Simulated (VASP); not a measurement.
## Pb: single point with PBE

Crystal: Pb.

```
CELL_PARAMETERS angstrom
2.50963 -2.52453 -0.04441
2.50963 2.52453 -0.04441
-2.46859 0.00000 2.56905
ATOMIC_POSITIONS crystal
Pb 0.00000 0.00000 0.50000
```

The cell was built from a structure type or drawn by symmetry, and may not be a known phase.

```json
{"Program": "VASP 6.6.1", "Task": "single point", "Functional": "PBE", "Potentials or basis": "VASP PAW PBE potentials, release 64 (Pb_d)", "Cutoff": "520 eV", "k mesh": "18 × 18 × 22", "Occupations": "gaussian, width 0.1 eV", "Spin": "no spin polarisation", "Dipole correction": "no", "Further INCAR settings": "ALGO = Fast; EDIFF = 1e-06; NBANDS = 13"}
```

| Item | Value |
| --- | --- |
| Pressure | -0.1 GPa |
| Band gap on the k mesh | zero (bands 7 and 8 overlap by 8.56 eV) |

Levels at points of the mesh, in eV from the Fermi level:
```tsv
k point	band 4	band 5	band 6	band 7	band 8	band 9	band 10	band 11
(0.00, 0.00, 0.00)	-16.95	-16.95	-11.43	6.95	6.97	6.98	9.69	10.63
(0.50, 0.00, 0.00)	-16.84	-16.83	-8.11	-3.97	5.20	5.29	8.96	9.17
(0.50, 0.50, 0.00)	-16.81	-16.81	-6.85	-3.11	1.96	2.01	5.21	6.47
(0.00, 0.00, 0.50)	-16.81	-16.80	-6.85	-3.11	1.96	2.00	5.22	6.47
(0.50, 0.00, 0.50)	-16.84	-16.84	-8.12	-3.98	5.22	5.31	8.97	9.17
(0.50, 0.50, 0.50)	-16.81	-16.81	-6.79	-3.06	1.91	1.91	5.15	6.41
```

Wall time 16 min on 1 thread of Intel Xeon 8259CL (shared host), peak memory 0.78 GiB.

Caveat: spin-orbit coupling is left out, which moves the levels of the heavy elements.
